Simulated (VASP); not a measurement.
Wanted: the native input for a VASP 6.6.1 run.

```
Task                   : relaxation of cell and atoms
Functional             : PBE
Potentials or basis    : VASP PAW PBE potentials, release 64 (Mg, S)
Cutoff                 : 600 eV
k mesh                 : 6 × 6 × 6
Occupations            : gaussian, width 0.02 eV
Spin                   : no spin polarisation
Dipole correction      : no
Further INCAR settings : ALGO = Normal; EDIFF = 1e-06; IBRION = 2; EDIFFG = -0.01; NSW = 100; ISIF = 3
```

The structure of MgS lies in POSCAR:

```
MgS
1.0
    6.5860555203      0.0000000000      0.0000000000
   -3.2930277602      5.7036913913      0.0000000000
    0.0000000000      0.0000000000      4.4568978930
Mg S
1 1
Direct
    0.0000000000      0.0000000000      0.0000000000
    0.0000000000      0.0000000000      0.5000000000
```

The input as run:

INCAR

```
  PREC = Accurate
  ENCUT = 600
  EDIFF = 1E-6
  ISMEAR = 0
  SIGMA = 0.02
  LREAL = F
  LASPH = T
  NELM = 100
  ALGO = Normal
  ISIF = 3
  LWAVE = F
  LCHARG = F
  GGA = PE
  IBRION = 2
  NSW = 100
  EDIFFG = -0.01
```

KPOINTS

```
Automatic mesh
0
Gamma
  6 6 6
```

Potentials or basis: VASP PAW PBE potentials, release 64 (Mg, S).

Launch:

```sh
$ cat potpaw_PBE.64/Mg/POTCAR potpaw_PBE.64/S/POTCAR > POTCAR
$ mpirun -np 1 vasp_std > vasp.out
```

It gave:

The relaxed cell is a = 7.038 Å, b = 7.038 Å, c = 4.456 Å, α = 90.00°, β = 90.00°, γ = 120.00°, the space group after relaxing (to 0.05 Å) is P6/mmm (No. 191) and the energy gained by relaxing is 0.8 meV/atom. The ionic steps are 20, the pressure after relaxing is 0.0 GPa and the band gap on the k mesh is 2.57 eV, indirect (least direct gap 2.88 eV).

Run time: 4.7 min on 1 thread of Intel(R) Xeon(R) 6975P-C (Granite Rapids), on a shared host, peak memory 0.35 GiB.
